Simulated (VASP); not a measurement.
Wanted: the native input for a VASP 6.6.1 run.

* Task: single point
* Functional: LDA
* Potentials or basis: VASP PAW LDA potentials, release 64 (Fe)
* Cutoff: 520 eV
* k mesh: 13 × 13 × 9
* Occupations: fermi-dirac, width 0.08 eV
* Spin: collinear spin, antiferromagnetic start
* Starting moments: [-1.4, 1.4] μB
* Fixed moment: 0 μB
* Dipole correction: no
* Further INCAR settings: ALGO = Normal; EDIFF = 1e-07; NBANDS = 19

The structure of Fe lies in POSCAR:

```
Fe
1.0
    1.7000753688     -1.7262356591      0.0000000000
    1.7000753688      1.7262356591      0.0000000000
    0.0000000000      0.0000000000      3.7097032485
Fe
2
Direct
    0.5000000000      0.5000000000      0.5000000000
    0.0000000000      0.0000000000      0.0000000000
```

One way to write it, as run:

INCAR

```
ALGO     = Normal         # electronic algorithm
EDIFF    = 1E-7           # SCF threshold, eV
ENCUT    = 520            # plane-wave cutoff, eV
GGA      = CA             # functional
ISIF     = 2              # what is computed and relaxed
ISMEAR   = -1             # smearing method
ISPIN    = 2              # spin polarisation
LASPH    = True           # aspherical terms in the spheres
LCHARG   = False          # write CHGCAR
LMAXMIX  = 4              # l up to which the mixer works
LORBIT   = 11             # projections on sites
LREAL    = False          # projectors in reciprocal space
LWAVE    = False          # write WAVECAR
MAGMOM   = -1.4 1.4       # initial moments
NBANDS   = 19             # bands
NELM     = 150            # most SCF steps
NUPDOWN  = 0.0            # fixed moment
PREC     = Accurate       # precision mode
SIGMA    = 0.08           # smearing width, eV
```

KPOINTS

```
k-points
0
Gamma
  13 13 9
```

Potentials or basis: VASP PAW LDA potentials, release 64 (Fe).

Command:

```sh
$ cat potpaw_LDA.64/Fe/POTCAR > POTCAR
$ mpirun -np 1 vasp_std > vasp.out
```

Results of the run:

```
Pressure                                              : -23.5 GPa
Net moment                                            : 0.00 μB per cell
Site moments                                          : Fe -1.32, +1.32 μB
Valence electrons inside the program's atomic spheres : Fe 7.36
```

Caveat: the stress differs along the axes, from -28 to -20 GPa; the total moment is fixed, so each spin has its own Fermi level.

Wall time 120 s on 1 thread of AMD EPYC 7R13 Processor (Zen 3) (shared host), peak memory 0.21 GiB.
